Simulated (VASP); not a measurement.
A run of VASP 6.6.1 is set up as follows.

The input POSCAR:

```
SiO2
1.0
   -2.5306778260      2.5306778260      3.7018166888
    2.5306778260     -2.5306778260      3.7018166888
    2.5306778260      2.5306778260     -3.7018166888
Si O
2 4
Direct
    0.0000000000      0.0000000000      0.0000000000
    0.7500000000      0.2500000000      0.5000000000
    0.9620317898      0.6250000000      0.8370317898
    0.3750000000      0.2120317898      0.3370317898
    0.7879682102      0.1250000000      0.1629682102
    0.8750000000      0.0379682102      0.6629682102
```

File INCAR.step1:

```
PREC = Accurate
ENCUT = 600
ISMEAR = 0
SIGMA = 0.02
LREAL = False
LASPH = True
NELM = 100
GGA = PE
ALGO = Normal
EDIFF = 1E-4
LWAVE = True
LCHARG = False
```

File INCAR.step2:

```
PREC = Accurate
ENCUT = 600
EDIFF = 1E-6
ISMEAR = 0
SIGMA = 0.02
LREAL = False
LASPH = True
NELM = 100
ALGO = Normal
ISIF = 4
LWAVE = False
LCHARG = False
METAGGA = R2SCAN
LMIXTAU = True
IBRION = 2
NSW = 50
EDIFFG = -0.01
ISTART = 1
```

The input KPOINTS:

```
regular mesh
0
Gamma
  8 8 8
```

Potentials or basis: VASP PAW PBE potentials, release 64 (Si, O).

Run with:

```bash
$ cat potpaw_PBE.64/Si/POTCAR potpaw_PBE.64/O/POTCAR > POTCAR
$ cp INCAR.step1 INCAR
$ mpirun -np 1 vasp_std > vasp.out
$ cp INCAR.step2 INCAR
$ mpirun -np 1 vasp_std > vasp.out
```

Question: Predict the band gap on the k mesh.

Answer: 6.33 eV.

Final structure:
```
Si O
1.0
    -2.53856    2.53856    3.67885
     2.53856   -2.53856    3.67885
     2.53856    2.53856   -3.67885
Si O
2 4
Cartesian
  0.0000 0.0000 0.0000
  0.0000 2.5386 1.8394
  1.2693 2.9166 2.7591
  0.3781 1.2693 0.9197
  -1.2693 2.1605 2.7591
  -0.3781 3.8078 0.9197
```

 A k mesh can miss the band edges.
